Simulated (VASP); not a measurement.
A run of VASP 6.6.1 is set up as follows.

INCAR

```
SYSTEM = Si23BHO48
ALGO     = Normal         ! electronic algorithm
EDIFF    = 1E-7           ! SCF threshold, eV
ENCUT    = 520            ! plane-wave cutoff, eV
GGA      = PE             ! functional
ISIF     = 2              ! what is computed and relaxed
ISMEAR   = 0              ! smearing method
IVDW     = 12             ! dispersion correction
LASPH    = .True.         ! aspherical terms in the spheres
LCHARG   = .True.         ! write CHGCAR
LELF     = .True.         ! ELF
LREAL    = Auto         
LVHAR    = .True.       
LWAVE    = .False.        ! write WAVECAR
NBANDS   = 234            ! bands
NELM     = 80             ! most SCF steps
PREC     = Accurate       ! precision mode
SIGMA    = 0.02           ! smearing width, eV
```

KPOINTS

```
k-points
0
Gamma
  1 1 1
  0 0 0
```

The input POSCAR:

```
Si23BHO48
1.0
    9.8316000000      0.0000000000      0.0000000000
   -4.9158000000      8.5144153600      0.0000000000
    0.0000000000      0.0000000000     10.8182000000
Si O B H
23 48 1 1
Direct
    0.2682289229      0.0041717999      0.1639474597
    0.0000419677      0.2690481887      0.3312522623
    0.2345810544      0.2388143779     -0.0007830549
    0.2663644079     -0.0005505201      0.6658107197
    0.0037186632      0.2752941180      0.8254915897
    0.2291879395      0.2355889969      0.5009980671
    0.2678411497      0.5043803219      0.1674018048
    0.0054001622      0.7649404739      0.3344694969
    0.2355439426      0.7365272082     -0.0029838285
   -0.0005667034      0.7682689894      0.8330030977
    0.2345422557      0.7272202845      0.5043746949
    0.7676809011      0.0031386716      0.1642908814
    0.4997399161      0.2711420672      0.3352431783
    0.7383065945      0.2360249641     -0.0026597694
    0.7656793795     -0.0009949895      0.6662080931
    0.5006722710      0.2670026425      0.8323051423
    0.7317830153      0.2317291194      0.4997019117
    0.7692833117      0.4995240233      0.1682129801
    0.5029579777      0.7706942416      0.3329031402
    0.7377428504      0.7364662825      0.0043889733
    0.7664359886      0.5001846751      0.6650231037
    0.5051038755      0.7661843401      0.8361290163
    0.7383953709      0.7359984049      0.4982827832
    0.0650805515      0.1966725092      0.4352888266
    0.2961166004      0.3679791332      0.1099467452
    0.1388514544      0.4355985072      0.2784396718
    0.2006629153      0.0720437100      0.0571042539
    0.3688978828      0.3046669348      0.3975596864
    0.4295228333      0.1446271000      0.2225187001
    0.0764737770      0.2198658726      0.9368519637
    0.2657934993      0.3608936924      0.6120307329
    0.1292226854      0.4361111643      0.7554393996
    0.2088114539      0.0726133108      0.5565093035
    0.3677445600      0.2985179595      0.8915206348
    0.4312778623      0.1353165871      0.7239078870
    0.0708238521      0.7003198614      0.4446925550
    0.3036731145      0.8744692210      0.1016227215
    0.1416880140      0.9283102866      0.2756651256
    0.2046423888      0.5730286657      0.0586038920
    0.3659767474      0.7941855297      0.3946852377
    0.4334423032      0.6411711865      0.2224716835
    0.0694980163      0.7086080409      0.9431069514
    0.2930171998      0.8603702445      0.6122862507
    0.1345423859      0.9328457571      0.7748918291
    0.2085469122      0.5632032071      0.5589773536
    0.3605280674      0.7874408044      0.8835684465
    0.4495219921      0.6291561958      0.7294919937
    0.5676555873      0.2039695561      0.4418973531
    0.7948434385      0.3611670270      0.1110217317
    0.6392541019      0.4347030797      0.2784364518
    0.7082789085      0.0683074025      0.0499471439
    0.8651168939      0.2973259774      0.3919628352
    0.9313517940      0.1447895656      0.2176250193
    0.5739183132      0.2090872015      0.9404315434
    0.7912108925      0.3600238151      0.6117225231
    0.6294936056      0.4346163521      0.7713591590
    0.7035696809      0.0662458890      0.5552373503
    0.8691318853      0.3038759931      0.8877116885
    0.9297693146      0.1360551712      0.7225778370
    0.5762812254      0.7096635818      0.4389022277
    0.8013078985      0.8667602742      0.1142089057
    0.6361435494      0.9367190748      0.2736412230
    0.7098352422      0.5704072943      0.0580713636
    0.8721123974      0.7983624135      0.3913170775
    0.9351900246      0.6344024917      0.2246573166
    0.5721018921      0.7119696569      0.9524144877
    0.7960733855      0.8630317777      0.6106301597
    0.6353983299      0.9323982115      0.7763444288
    0.7074198400      0.5692083443      0.5537849054
    0.8628479734      0.7964412699      0.8906236854
    0.9292485115      0.6356317941      0.7246750757
    0.2111657532      0.4620009383      0.6454442706
    0.4820517564      0.5517945226      0.7441152971
```

Potentials or basis: VASP PAW PBE potentials, release 64 (Si, O, B, H).

Run with:

```bash
$ cat potpaw_PBE.64/Si/POTCAR potpaw_PBE.64/O/POTCAR potpaw_PBE.64/B/POTCAR potpaw_PBE.64/H/POTCAR > POTCAR
$ mpirun -np 1 vasp_gam > vasp.out
```

Q: What does it give for the largest force?

A: 0.106 eV/Å.

Q: Estimate the band gap on the k mesh.

A: 5.66 eV.

Q: What does it give for the pressure?

A: 0.2 GPa.

Forces on the atoms (eV/Å):
```
Si   0.015  0.000 -0.001
Si  -0.010  0.016 -0.004
Si  -0.013 -0.010 -0.001
Si   0.020 -0.007 -0.005
Si  -0.003  0.015  0.012
Si   0.009 -0.024  0.001
Si   0.012 -0.001 -0.001
Si   0.000  0.014  0.007
Si  -0.005 -0.016 -0.014
Si  -0.009  0.009 -0.004
Si   0.007 -0.030  0.016
Si   0.018 -0.001 -0.004
Si   0.000  0.010  0.001
Si  -0.006 -0.014 -0.004
Si   0.013 -0.003 -0.002
Si  -0.006  0.006 -0.001
Si  -0.009 -0.013  0.007
Si   0.015 -0.002  0.000
Si  -0.014  0.012  0.014
Si  -0.003 -0.012  0.005
Si   0.024  0.001 -0.002
Si  -0.049  0.021 -0.007
Si  -0.006 -0.014 -0.003
O   -0.002  0.005  0.003
O   -0.001 -0.005 -0.004
O    0.007  0.000  0.000
O    0.004 -0.001  0.000
O   -0.008 -0.003  0.002
O   -0.005  0.005  0.001
O   -0.006  0.007 -0.001
O    0.008 -0.017 -0.009
O   -0.003 -0.012  0.015
O    0.005  0.011 -0.003
O   -0.005 -0.006  0.005
O   -0.003  0.010  0.001
O    0.000  0.005 -0.004
O   -0.005 -0.005  0.000
O    0.005 -0.004 -0.005
O    0.008  0.000  0.002
O   -0.003 -0.005 -0.004
O   -0.002  0.006  0.001
O   -0.006  0.007  0.003
O   -0.006  0.001 -0.002
O    0.007  0.005 -0.001
O    0.003  0.010  0.003
O   -0.008 -0.004  0.006
O   -0.045  0.032 -0.007
O   -0.007  0.005 -0.003
O   -0.001 -0.003 -0.002
O    0.003  0.002  0.000
O    0.000 -0.002  0.000
O    0.002 -0.005  0.005
O   -0.004  0.011  0.002
O    0.000  0.007  0.002
O   -0.001 -0.008 -0.008
O    0.000  0.001 -0.006
O    0.006 -0.003  0.000
O   -0.006 -0.004  0.003
O   -0.003  0.013 -0.001
O    0.000  0.008 -0.002
O   -0.002 -0.005  0.004
O    0.004 -0.003 -0.002
O    0.006 -0.002  0.001
O   -0.003 -0.006  0.003
O   -0.005  0.006  0.000
O   -0.001  0.002 -0.001
O    0.000 -0.009 -0.003
O    0.008  0.006 -0.003
O    0.004  0.002  0.003
O   -0.005 -0.004  0.006
O   -0.007  0.009  0.005
B    0.010  0.064 -0.004
H    0.064 -0.084 -0.013
```

Caveat: the k points lie up to 0.74 Å⁻¹ apart.
